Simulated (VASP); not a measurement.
# MgCd3Se3 (P-6m2) in VASP: notebook, part 2 of 2

VASP 6.6.1. The steps go on from the part before.

## Step 3: Relaxation of cell and atoms, PBE

This run uses another cell than the first one, of 26.89 Å³/atom, 0.776 times its volume.

File INCAR:

```
SYSTEM = MgCd3Se3
PREC = Accurate
ENCUT = 600
EDIFF = 1E-7
ISMEAR = 0
SIGMA = 0.2
LREAL = .False.
LASPH = .True.
NELM = 100
ALGO = Normal
ISIF = 3
LWAVE = .False.
LCHARG = .False.
GGA = PE
IBRION = 2
NSW = 36
EDIFFG = -0.08
```

File KPOINTS:

```
regular mesh
0
Gamma
  3 3 3
  0 0 0
```

File POSCAR:

```
MgCd3Se3
1.0
    6.2581512300      0.0000000000      0.0000000000
   -3.1290756100      5.4197179400      0.0000000000
    0.0000000000      0.0000000000      5.5489912800
Mg Cd Se
1 3 3
Direct
    0.0000000000      0.0000000000      0.5000000000
    0.0000000000      0.0000000000      0.0000000000
    0.6666666700      0.3333333300      0.0000000000
    0.3333333300      0.6666666700      0.5000000000
    0.4890511200      0.5109488800      0.0000000000
    0.4890511200      0.9781022300      0.0000000000
    0.0218977700      0.5109488800      0.0000000000
```

Potentials or basis: VASP PAW PBE potentials, release 64 (Mg, Cd, Se).

Run with:

```console
cat potpaw_PBE.64/Mg/POTCAR potpaw_PBE.64/Cd/POTCAR potpaw_PBE.64/Se/POTCAR > POTCAR
mpirun -np 1 vasp_std > vasp.out
```

OUTCAR:

```text
SYSTEM = MgCd3Se3
   PREC = Accurate
   ENCUT = 600
   EDIFF = 1E-7
   ISMEAR = 0
   LREAL = .False.
   LASPH = .True.
   NELM = 100
   ISIF = 3
   GGA = PE
   IBRION = 2
   NSW = 36
   EDIFFG = -0.08

 ion  position               nearest neighbor table
   1  0.000  0.000  0.500-   2 2.77   2 2.77   4 3.61   4 3.61   4 3.61
   2  0.000  0.000  0.000-   1 2.77   1 2.77   7 3.13   6 3.13   5 3.13   5 3.13   7 3.13   6 3.13
                             3 3.61   3 3.61   3 3.61
   3  0.667  0.333  0.000-   6 1.93   5 1.93   7 1.93   2 3.61   2 3.61   2 3.61
   4  0.333  0.667  0.500-   6 3.25   6 3.25   7 3.25   7 3.25   5 3.25   5 3.25   1 3.61   1 3.61
                             1 3.61
   5  0.489  0.511  0.000-   3 1.93   2 3.13   2 3.13   4 3.25   4 3.25
   6  0.489  0.978  0.000-   3 1.93   2 3.13   2 3.13   4 3.25   4 3.25
   7  0.022  0.511  0.000-   3 1.93   2 3.13   2 3.13   4 3.25   4 3.25

  LATTYP: Found a hexagonal cell.
 ALAT       =     6.2581512300
 C/A-ratio  =     0.8866821967

  Lattice vectors:

 A1 = (   6.2581512300,   0.0000000000,   0.0000000000)
 A2 = (  -3.1290756100,   5.4197179400,   0.0000000000)
 A3 = (   0.0000000000,   0.0000000000,   5.5489912800)

Analysis of symmetry for initial positions (statically):
=====================================================================
 Subroutine PRICEL returns:
 Original cell was already a primitive cell.

 Routine SETGRP: Setting up the symmetry group for a
 hexagonal supercell.

 Subroutine GETGRP returns: Found 12 space group operations
 (whereof 12 operations were pure point group operations)
 out of a pool of 24 trial point group operations.

The static configuration has the point symmetry D_3h.

Analysis of symmetry for dynamics (positions and initial velocities):
=====================================================================
 Subroutine PRICEL returns:
 Original cell was already a primitive cell.

 Routine SETGRP: Setting up the symmetry group for a
 hexagonal supercell.

 Subroutine GETGRP returns: Found 12 space group operations
 (whereof 12 operations were pure point group operations)
[... 134 lines left out ...]

 number of electron      56.0000002 magnetization

 Free energy of the ion-electron system (eV)
  ---------------------------------------------------
  ext. energy  EPLUGINS =         0.00000000
  ---------------------------------------------------
  free energy    TOTEN  =        -1.04268163 eV

  energy without entropy =       -0.96193517  energy(sigma->0) =       -1.00230840

------------------------ aborting loop because EDIFF is reached ----------------------------------------

  FORCE on cell =-STRESS in cart. coord.  units (eV):
  Direction    XX          YY          ZZ          XY          YZ          ZX
  --------------------------------------------------------------------------------------
  -------------------------------------------------------------------------------------
  Total       60.2434713     60.2434712     -2.0788616      0.0000001      0.0000000      0.0000000
  in kB      512.8422417    512.8422405    -17.6969889      0.0000005      0.0000000      0.0000000
  external PRESSURE =     335.9958311 kB  Pullay stress =       0.0000000 kB
[... 28 lines left out ...]
--------------------------------------- Ionic step        2  -------------------------------------------

 number of electron      55.9999996 magnetization

 E-fermi :  -0.0286     XC(G=0):  -6.0426

 val. band max:       -0.2497304094   @ k =   0.3333  -0.0000   0.0000
 cond. band min:       0.0235826879   @ k =   0.0000   0.0000   0.0000
 fundamental gap:      0.2733130974
 Fermi energy:        -0.0285664277

 k-point     1 :       0.0000    0.0000    0.0000
  band No.  band energies     occupation
      1     -21.6829      2.00000
      2     -13.5264      2.00000
      3     -13.5264      2.00000
      4      -9.5415      2.00000
      5      -9.3677      2.00000
      6      -9.3677      2.00000
[... 280 lines left out ...]
  FREE ENERGIE OF THE ION-ELECTRON SYSTEM (eV)
  ---------------------------------------------------
  free  energy   TOTEN  =        -8.1082956639 eV

  energy  without entropy=       -7.9936444134  energy(sigma->0) =       -8.05097004

[... ionic steps 4 to 12 ...]

--------------------------------------- Ionic step       13  -------------------------------------------

 number of electron      55.9999990 magnetization

------------------------ aborting loop because EDIFF is reached ----------------------------------------
[... 77 lines left out ...]
--------------------------------------- Ionic step       15  -------------------------------------------

 number of electron      55.9999994 magnetization

 Free energy of the ion-electron system (eV)
  ---------------------------------------------------
  ext. energy  EPLUGINS =         0.00000000
  ---------------------------------------------------
  free energy    TOTEN  =       -12.93845574 eV

  energy without entropy =      -12.88552201  energy(sigma->0) =      -12.91198888

 E-fermi :   0.3039     XC(G=0):  -7.8209

 val. band max:        0.2888976356   @ k =   0.3333   0.3333   0.3333
 cond. band min:       0.3966163496   @ k =   0.0000   0.0000   0.0000
 fundamental gap:      0.1077187139
 Fermi energy:         0.3039308591

 k-point     1 :       0.0000    0.0000    0.0000
  band No.  band energies     occupation
      1     -13.0101      2.00000
      2     -11.6930      2.00000
      3     -11.6930      2.00000
      4      -8.1751      2.00000
      5      -8.0091      2.00000
      6      -8.0091      2.00000
[... 239 lines left out ...]
  FREE ENERGIE OF THE ION-ELECTRON SYSTEM (eV)
  ---------------------------------------------------
  free  energy   TOTEN  =       -12.9384557390 eV

  energy  without entropy=      -12.8855220113  energy(sigma->0) =      -12.91198888

 reached required accuracy - stopping structural energy minimisation
```

OSZICAR:

```text
N       E                     dE             d eps       ncg     rms          rms(c)
DAV:   1     0.442149799968E+03    0.44215E+03   -0.28616E+04   396   0.170E+03
DAV:   2     0.266305039490E+02   -0.41552E+03   -0.40854E+03   452   0.380E+02
DAV:   3    -0.246089990366E+01   -0.29091E+02   -0.28783E+02   454   0.942E+01
[... 201 lines left out ...]
DAV:   5    -0.129384461886E+02    0.89286E-04   -0.47797E-04   461   0.161E-01    0.489E-02
DAV:   6    -0.129384552828E+02   -0.90941E-05   -0.43874E-05   475   0.462E-02    0.179E-02
DAV:   7    -0.129384552200E+02    0.62760E-07   -0.48792E-06   430   0.130E-02    0.393E-03
DAV:   8    -0.129384556947E+02   -0.47466E-06   -0.71189E-07   375   0.446E-03    0.186E-03
DAV:   9    -0.129384557390E+02   -0.44307E-07   -0.10430E-07   255   0.178E-03
  15 F= -.12938456E+02 E0= -.12911989E+02  d E =-.783660E-02
```

Wall time 13 min (1 thread of AMD EPYC 7R13 (Zen 3), shared host); peak memory 0.34 GiB.

Results:

```yaml
Free_energy: -12.9385 eV
Relaxed_volume: 35.13 Å³/atom
Relaxed_cell: a = 7.394 Å, b = 7.394 Å, c = 5.194 Å, α = 90.00°, β = 90.00°, γ = 120.00°
Space_group_after_relaxing_to_0.05_Å: P-6m2 (No. 187)
Energy_gained_by_relaxing: 1699.4 meV/atom
Ionic_steps: 15
Pressure_after_relaxing: -0.1 GPa
Largest_force_after_relaxing: 0.035 eV/Å
Band_gap_on_the_k_mesh: zero (band 28 reaches 0.50 eV, above the bottom of band 29 at 0.02 eV)
```

Forces in eV/Å, atoms in the order of the input:
```
Mg   0.000  0.000  0.000
Cd   0.000  0.000  0.000
Cd   0.000  0.000  0.000
Cd   0.000  0.000  0.000
Se  -0.030  0.017  0.000
Se   0.000 -0.035  0.000
Se   0.030  0.017  0.000
```

Step by step:
```csv
step,energy change (eV),largest force (eV/Å),pressure (GPa),volume (Å³)
1,0.0000,18.1458,33.60,188.21
2,-3.6518,16.9208,9.56,371.53
3,-7.0656,8.2037,5.44,334.14
4,-8.0390,6.1691,4.08,317.61
5,-10.2166,3.3572,2.03,258.92
6,-10.6505,1.6901,4.83,222.21
7,-10.6038,3.0989,2.62,240.71
8,-10.7170,2.5527,3.46,231.37
9,-11.6571,0.8157,-0.75,255.18
10,-11.7186,0.2851,-1.76,265.79
11,-11.7208,0.3565,-1.61,264.01
12,-11.8686,0.0888,-0.87,253.94
13,-11.8877,0.0224,-0.45,249.53
14,-11.8879,0.0349,-0.40,249.02
15,-11.8958,0.0345,-0.08,245.93
```

Final structure:
```
Mg Cd Se
1.0
     7.39392    0.00000    0.00000
    -3.69696    6.40332    0.00000
     0.00000    0.00000    5.19426
Mg Cd Se
1 3 3
Cartesian
  0.0000 0.0000 2.5971
  0.0000 0.0000 0.0000
  3.6970 2.1344 0.0000
  0.0000 4.2689 2.5971
  1.4754 3.4171 0.0000
  0.0000 5.9725 0.0000
  -1.4754 3.4171 0.0000
```

Levels at points of the mesh, in eV from the Fermi level:
```csv
k point,band 25,band 26,band 27,band 28,band 29,band 30,band 31,band 32
"(0.00, 0.00, 0.00)",-0.84,-0.84,0.09,0.13,0.13,1.70,2.01,2.66
```

Caveat: the k points lie up to 0.40 Å⁻¹ apart in the final cell; the volume moved by over 15 % at a fixed basis, so the end points are rough; the relaxation stopped at a loose force limit of 0.08 eV/Å, so its end isn't a converged minimum.
